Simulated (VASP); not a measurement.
Runs of VASP 6.6.1 on WC. The structure is that of space group Fm-3m (No. 225), or close to it. The cells are those of the table. 

| cell | gap on the mesh (eV) | pressure (GPa) |
| --- | --- | --- |
| a = 3.101 Å, angles 60.0°, 2 atoms | none | (a) |
| a = 3.016 Å, angles 60.0°, 2 atoms | none | 20.6 |
| a = 3.073 Å, angles 60.0°, 2 atoms | none | (b) |
| a = 3.155 Å, angles 60.0°, 2 atoms | none | -29.6 |
| a = 3.128 Å, angles 60.0°, 2 atoms | none | -22.3 |

Alike in all rows: task single point; level LDA; potentials or basis VASP PAW LDA potentials, release 64 (W_sv, C); no spin polarisation; k mesh 11 × 11 × 11; cutoff (eV) 520; smearing methfessel-paxton 0.1 eV.

Question: Fill in the values left out.

Answer: (a) -13.8; (b) -4.0.

Caveats: spin-orbit coupling is left out, which moves the levels of the heavy elements.

A k mesh can miss the band edges, and the runs leave out spin-orbit coupling on W.

A gap of «none» marks levels without a gap at the run's occupations.
